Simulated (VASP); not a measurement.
**Ta: relaxation of cell and atoms with PBE**

The system is Ta.

```xyz
1
Lattice="-1.6147 1.6147 1.6147 1.6147 -1.6147 1.6147 1.6147 1.6147 -1.6147" Properties=species:S:1:pos:R:3 pbc="T T T"
Ta    0.0000    0.0000    0.0000
```

* Program: VASP 6.6.1
* Task: relaxation of cell and atoms
* Functional: PBE
* Potentials or basis: VASP PAW PBE potentials, release 64 (Ta_pv)
* Cutoff: 600 eV
* k mesh: 17 × 17 × 17
* Occupations: fermi-dirac, width 0.1 eV
* Spin: no spin polarisation
* Target pressure: 19 GPa
* Dipole correction: no
* Further INCAR settings: ALGO = Normal; EDIFF = 1e-07; IBRION = 2; EDIFFG = -0.005; NSW = 32; ISIF = 3

The relaxed volume is 16.86 Å³/atom. The relaxed cell is a = 2.798 Å, b = 2.798 Å, c = 2.798 Å, α = 109.47°, β = 109.47°, γ = 109.47° and the space group after relaxing (to 0.05 Å) is Im-3m (No. 229). The energy change on relaxing (the enthalpy is what falls) is -2.2 meV/atom, the ionic steps are 3 and the pressure after relaxing is 19.0 GPa.

The path:
| step | energy change (eV) | largest force (eV/Å) | pressure (GPa) | volume (Å³) |
| --- | --- | --- | --- | --- |
| 1 | 0.0000 | 0.0000 | 19.30 | 16.84 |
| 2 | -0.0090 | 0.0000 | 18.09 | 16.92 |
| 3 | -0.0022 | 0.0000 | 19.01 | 16.86 |

Final structure:
```
CELL_PARAMETERS angstrom
-1.61527 1.61527 1.61527
1.61527 -1.61527 1.61527
1.61527 1.61527 -1.61527
ATOMIC_POSITIONS crystal
Ta 0.00000 0.00000 0.00000
```

Levels at points of the mesh, in eV from the Fermi level:
```csv
k point,band 1,band 2,band 3,band 4,band 5,band 6,band 7,band 8,band 9
"(0.00, 0.00, 0.00)",-32.80,-32.80,-32.80,-8.16,0.73,0.73,0.73,4.24,4.24
```

Run time: 120 s on 1 thread of AMD EPYC 7R13 (shared host), peak memory 0.14 GiB.

Caveat: the cell is relaxed towards a set pressure, so the enthalpy falls and the energy may rise; spin-orbit coupling is left out, which moves the levels of the heavy elements.
